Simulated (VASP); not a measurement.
Here is a VASP 6.6.1 calculation.

The input INCAR:

```
ALGO     = Fast           # electronic algorithm
EDIFF    = 1E-7           # SCF threshold, eV
ENCUT    = 520            # plane-wave cutoff, eV
GGA      = PE             # functional
ISIF     = 2              # what is computed and relaxed
ISMEAR   = 0              # smearing method
LASPH    = T              # aspherical terms in the spheres
LCHARG   = T              # write CHGCAR
LELF     = T              # ELF
LREAL    = F              # projectors in reciprocal space
LVHAR    = T            
LWAVE    = F              # write WAVECAR
NBANDS   = 13             # bands
NELM     = 100            # most SCF steps
PREC     = Accurate       # precision mode
SIGMA    = 0.15           # smearing width, eV
```

The input KPOINTS:

```
k-points
0
Gamma
  24 24 24
```

Contents of POSCAR:

```
W
1.0
   -1.0260694704      1.6506334959      1.6506334959
    1.6506334959     -1.0260694704      1.6506334959
    1.6506334959      1.6506334959     -1.0260694704
W
1
Direct
    0.0000000000      0.0000000000      0.0000000000
```

Potentials or basis: VASP PAW PBE potentials, release 64 (W_sv).

Command:

```console
$ cat potpaw_PBE.64/W_sv/POTCAR > POTCAR
$ mpirun -np 1 vasp_std > vasp.out
```

(1) Predict the pressure.

(2) What does it give for the band gap on the k mesh?

Results:

(1) 28.8 GPa.

(2) zero (band 7 reaches 12.78 eV, above the bottom of band 8 at 9.77 eV).

Caveat: spin-orbit coupling is left out, which moves the levels of the heavy elements.
